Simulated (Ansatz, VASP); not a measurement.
## One calculation of ZnS, two programs

```xyz
16
Lattice="3.8051 0.0000 0.0000 -1.9025 3.2953 0.0000 0.0000 0.0000 24.9159" Properties=species:S:1:pos:R:3 pbc="T T T"
Zn    0.0000    2.1969    3.1174
Zn    0.0000    0.0000    0.0040
Zn    1.9025    1.0984   15.5736
Zn    1.9025    1.0984   21.8049
Zn    0.0000    0.0000   18.6875
Zn    0.0000    2.1969   12.4599
Zn    0.0000    0.0000    9.3457
Zn    1.9025    1.0984    6.2322
S     1.9025    1.0984    8.5642
S     1.9025    1.0984   17.9041
S     0.0000    2.1969    5.4500
S     0.0000    0.0000   21.0209
S     1.9025    1.0984   24.1389
S     0.0000    0.0000    2.3353
S     0.0000    2.1969   14.7922
S     0.0000    0.0000   11.6778
```

Alike in both runs: task electric field gradients; functional r2SCAN; k mesh 8 × 8 × 2; occupations fermi-dirac, width 0.02 eV; no spin polarisation.

|  | VASP | Ansatz |
| --- | --- | --- |
| version | VASP 6.6.1 | Ansatz 0.2.0 |
| potentials or method | VASP PAW PBE potentials, release 64 (Zn, S) | plane-wave PAW, scalar-relativistic |
| plane-wave cutoff (eV) | 520 | 500 |
| valence electrons in the cell | 144 | 144 |

VASP gave:

| Item | Value |
| --- | --- |
| gap on the k mesh at the Fermi level (eV) | 2.74 |
| pressure (GPa) | 0.2 |
| traceless stress, the component that is largest in VASP (GPa) | -0.05 |
| rms of the force components (eV/Å) | 0.007 |
| size of Vzz on the site where it differs most (V/Å²) | 0.4 |

Which values does Ansatz return?

gap on the k mesh at the Fermi level (eV): 2.73; pressure (GPa): 0.2; traceless stress, the component that is largest in VASP (GPa): -0.06; rms of the force components (eV/Å): 0.004; size of Vzz on the site where it differs most (V/Å²): 0.5.

VASP's potentials were made for PBE, not for r2SCAN. Atom by atom the forces differ by 0.004 eV/Å (rms over components).
